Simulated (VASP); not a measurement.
# CoCl2O2 (C2/m) in VASP: a series of runs, part 2 of 2

VASP 6.6.1. Earlier steps stand in the parts before.

### 3 Single point, PBE, collinear spin, ferromagnetic start

Input file INCAR:

```
ALGO = Normal
EDIFF = 1E-6
ENCUT = 520
GGA = PE
ISIF = 2
ISMEAR = -1
ISPIN = 2
LASPH = True
LCHARG = False
LMAXMIX = 4
LORBIT = 11
LREAL = False
LWAVE = False
MAGMOM = 2.5 0 0 0 0
NBANDS = 30
NELM = 150
NUPDOWN = 2.5
PREC = Accurate
SIGMA = 0.05
```

Input file KPOINTS:

```
k-points
0
Gamma
  4 4 7
```

Input file POSCAR:

```
CoCl2O2
1.0
    3.5808710000     -3.9269530000      0.0000000000
    3.5808710000      3.9269530000      0.0000000000
   -0.4203970000      0.0000000000      3.4576140000
Co Cl O
1 2 2
Direct
    0.0000000000      0.0000000000      0.0000000000
    0.7655230000      0.7655230000      0.4279410000
    0.2344770000      0.2344770000      0.5720590000
    0.7918370000      0.2081630000      0.0000000000
    0.2081630000      0.7918370000      0.0000000000
```

Potentials or basis: VASP PAW PBE potentials, release 64 (Co, Cl, O).

On the command line:

```sh
> cat potpaw_PBE.64/Co/POTCAR potpaw_PBE.64/Cl/POTCAR potpaw_PBE.64/O/POTCAR > POTCAR
> mpirun -np 1 vasp_std > vasp.out
```

OUTCAR:

```text
EDIFF = 1E-6
   ENCUT = 520
   GGA = PE
   ISIF = 2
   ISMEAR = -1
   ISPIN = 2
   LASPH = True
   LORBIT = 11
   LREAL = False
   NELM = 150
   NUPDOWN = 2.5
   PREC = Accurate

 ion  position               nearest neighbor table
   1  0.000  0.000  0.000-   4 1.63   5 1.63   2 2.38   3 2.38   3 2.45   2 2.45
   2  0.766  0.766  0.428-   1 2.38   1 2.45
   3  0.234  0.234  0.572-   1 2.38   1 2.45
   4  0.792  0.208  0.000-   1 1.63
   5  0.208  0.792  0.000-   1 1.63

  LATTYP: Found a base centered monoclinic cell.
 ALAT       =     7.1617420000
 B/A-ratio  =     1.0966474358
 C/A-ratio  =     0.4863449989
 COS(beta)  =    -0.1206970018

  Lattice vectors:

 A1 = (   3.5808710000,  -3.9269530000,   0.0000000000)
 A2 = (   3.5808710000,   3.9269530000,   0.0000000000)
 A3 = (  -0.4203970000,   0.0000000000,   3.4576140000)

Analysis of symmetry for initial positions (statically):
=====================================================================
 Subroutine PRICEL returns:
 Original cell was already a primitive cell.

 Routine SETGRP: Setting up the symmetry group for a
 base centered monoclinic supercell.

 Subroutine GETGRP returns: Found  4 space group operations
 (whereof  4 operations were pure point group operations)
 out of a pool of  4 trial point group operations.

The static configuration has the point symmetry C_2h.

Analysis of symmetry for dynamics (positions and initial velocities):
=====================================================================
 Subroutine PRICEL returns:
 Original cell was already a primitive cell.

 Routine SETGRP: Setting up the symmetry group for a
 base centered monoclinic supercell.

 Subroutine GETGRP returns: Found  4 space group operations
 (whereof  4 operations were pure point group operations)
 out of a pool of  4 trial point group operations.

The dynamic configuration has the point symmetry C_2h.

Analysis of structural, dynamic, and magnetic symmetry:
=====================================================================
 Subroutine PRICEL returns:
 Original cell was already a primitive cell.

 Routine SETGRP: Setting up the symmetry group for a
 base centered monoclinic supercell.

 Subroutine GETGRP returns: Found  4 space group operations
 (whereof  4 operations were pure point group operations)
 out of a pool of  4 trial point group operations.

The overall configuration has the point symmetry C_2h.

 Subroutine INISYM returns: Found  4 space group operations
 (whereof  4 operations are pure point group operations),
 and found     1 'primitive' translations

----------------------------------------------------------------------------------------

                                     Primitive cell

  volume of cell :      97.2413

  direct lattice vectors                    reciprocal lattice vectors
     3.580871000 -3.926953000  0.000000000     0.139630833 -0.127325181  0.016977136
     3.580871000  3.926953000  0.000000000     0.139630833  0.127325181  0.016977136
    -0.420397000  0.000000000  3.457614000     0.000000000  0.000000000  0.289216784

  length of vectors
     5.314470527  5.314470527  3.483077405     0.189727948  0.189727948  0.289216784

  position of ions in fractional coordinates (direct lattice)
     0.000000000  0.000000000  0.000000000
[... 86 lines left out ...]
   EDIFFG = 0.1E-04   stopping-criterion for IOM
   NSW    =      0    number of steps for IOM
   IBRION =     -1    ionic relax: 0-MD 1-quasi-New 2-CG
   NFREE  =      0    steps in history (QN), initial steepest desc. (CG)
   ISIF   =      2    stress and relaxation
   ISYM   =      2    0-nonsym 1-usesym 2-fastsym
   POTIM  = 0.5000    time-step for ionic-motion
   TEBEG  =    0.0;   TEEND  =   0.0 temperature during run
   PSTRESS=    0.0 pullay stress
   NELECT =      35.0000    total number of electrons
   NUPDOWN=       2.5000    fix difference up-down
   EMIN   =  10.00;   EMAX   =-10.00  energy-range for DOS
   EFERMI =   0.00;   METHOD = LEGACY
   ISMEAR =    -1;   SIGMA  =   0.05  broadening in eV -4-tet -1-fermi 0-gaus
   EFERMI_NEDOS =   21; number of points for ismear=-14 and -15
   IALGO  =     38    algorithm
   IMIX   =      4    mixing-type and parameters
     AMIX     =   0.40;   BMIX     =  1.00
     AMIX_MAG =   1.60;   BMIX_MAG =  1.00
  volume/ion in A,a.u.               =      19.45       131.24
  Fermi-wavevector in a.u.,A,eV,Ry     =   1.164521  2.200625 18.450976  1.356108
  Thomas-Fermi vector in A             =   2.301058
   LORBIT       =     11    0 simple, 1 ext, 2 COOP (PROOUT), +10 PAW based schemes
   GGA     = PE    functional components
   LHFCALC =     F    Hartree Fock is set to
   AEXX    =    0.0000 exact exchange contribution
   IVDW    =     0    specifies the selected vdW correction
   LEPSILON=     F    determine dielectric tensor
   LRPA    =     F    only Hartree local field effects (RPA)
 spin polarized calculation
  energy-cutoff  :      520.00
  volume of cell :       97.24
 maximum number of plane-waves:      2636
   NGX = 19   NGY = 19   NGZ = 13

 number of electron      34.9999992 magnetization       2.4999997

 Free energy of the ion-electron system (eV)
  ---------------------------------------------------
  ext. energy  EPLUGINS =         0.00000000
  ---------------------------------------------------
  free energy    TOTEN  =       -20.38512644 eV

  energy without entropy =      -20.34459974  energy(sigma->0) =      -20.36486309

 E-fermi :  -0.2384     XC(G=0):  -8.5816

 val. band max:       -0.0780121282   @ k =   0.0000   0.0000   0.4286
 cond. band min:      -0.2318191452   @ k =   0.5000   0.0000   0.4286
 fundamental gap:     -0.1538070169
 Fermi energy:        -0.0703953704

 spin component 1

 k-point     1 :       0.0000    0.0000    0.0000
  band No.  band energies     occupation
      1     -18.1572      1.00000
      2     -17.2551      1.00000
      3     -14.3741      1.00000
      4     -14.0677      1.00000
      5      -5.2750      1.00000
      6      -5.0382      1.00000
[... 757 lines left out ...]
     28      11.7082      0.00000
     29      12.3282      0.00000

 [... further k-points ...]

 spin component 2

 k-point     1 :       0.0000    0.0000    0.0000
  band No.  band energies     occupation
      1     -17.4307      1.00000
      2     -16.4532      1.00000
      3     -14.1273      1.00000
      4     -13.8493      1.00000
      5      -4.7827      1.00000
      6      -4.5442      1.00000
[... 757 lines left out ...]
     28      11.8846      0.00000
     29      12.4754      0.00000

 [... further k-points ...]

 [bands above 29 left out]

------------------------ aborting loop because EDIFF is reached ----------------------------------------

  FORCE on cell =-STRESS in cart. coord.  units (eV):
  Direction    XX          YY          ZZ          XY          YZ          ZX
  --------------------------------------------------------------------------------------
  -------------------------------------------------------------------------------------
  Total       -1.2470329      2.9348439     -1.1167623      0.0000000      0.0000000     -0.1325638
  in kB      -20.5464885     48.3553699    -18.4001109      0.0000000      0.0000000     -2.1841612
  external PRESSURE =       3.1362568 kB  Pullay stress =       0.0000000 kB

 VOLUME and BASIS-vectors are now :
 -----------------------------------------------------------------------------
  energy-cutoff  :      520.00
  volume of cell :       97.24
      direct lattice vectors                 reciprocal lattice vectors
     3.580871000 -3.926953000  0.000000000     0.139630833 -0.127325181  0.016977136
     3.580871000  3.926953000  0.000000000     0.139630833  0.127325181  0.016977136
    -0.420397000  0.000000000  3.457614000     0.000000000  0.000000000  0.289216784

 POSITION                                       TOTAL-FORCE (eV/Angst)
 -----------------------------------------------------------------------------------
      0.00000      0.00000      0.00000        -0.000000      0.000000     -0.000000
      5.30257      0.00000      1.47965         0.407136      0.000000      0.121890
      1.43877      0.00000      1.97796        -0.407136      0.000000     -0.121890
      3.58087     -2.29206      0.00000        -0.000000      0.880124     -0.000000
      3.58087      2.29206      0.00000        -0.000000     -0.880124     -0.000000
 -----------------------------------------------------------------------------------
    total drift:                                0.000000     -0.000000     -0.000000

  FREE ENERGIE OF THE ION-ELECTRON SYSTEM (eV)
  ---------------------------------------------------
  free  energy   TOTEN  =       -20.3851264368 eV

  energy  without entropy=      -20.3445997354  energy(sigma->0) =      -20.36486309

 total charge

# of ion       s       p       d       tot
------------------------------------------
    1        0.458   0.836   7.233   8.528
    2        1.619   3.394   0.000   5.012
    3        1.619   3.394   0.000   5.012
    4        1.616   3.196   0.000   4.812
    5        1.616   3.196   0.000   4.812
--------------------------------------------------
tot          6.928  14.015   7.233  28.177

 magnetization (x)

# of ion       s       p       d       tot
------------------------------------------
    1       -0.002  -0.008   1.079   1.069
    2        0.006   0.156   0.000   0.162
    3        0.006   0.156   0.000   0.162
    4        0.005   0.405   0.000   0.410
    5        0.005   0.405   0.000   0.410
--------------------------------------------------
tot          0.019   1.115   1.079   2.213
```

Run time: 1.8 min. Hardware: 1 thread of Intel Xeon 6975P-C (Granite Rapids), shared host; peak memory 0.33 GiB.

What came out:

| Property | Result |
| --- | --- |
| Free energy | -20.3851 eV |
| Pressure | 0.3 GPa |
| Largest force | 0.880 eV/Å |
| Net moment | 2.50 μB per cell |
| Site moments | Co +1.07; Cl +0.16; O +0.41 μB |
| Valence electrons inside the program's atomic spheres | Co 8.53; Cl 5.01; O 4.81 |

Forces on the atoms (eV/Å):
```
Co   0.000  0.000  0.000
Cl   0.407  0.000  0.122
Cl  -0.407  0.000 -0.122
O    0.000  0.880  0.000
O    0.000 -0.880  0.000
```

Caveat: the stress differs along the axes, from -2 to 5 GPa; the total moment is fixed, so each spin has its own Fermi level and the state may be an excited one; a cell with one magnetic atom can't hold antiferromagnetic order, which such compounds often take.
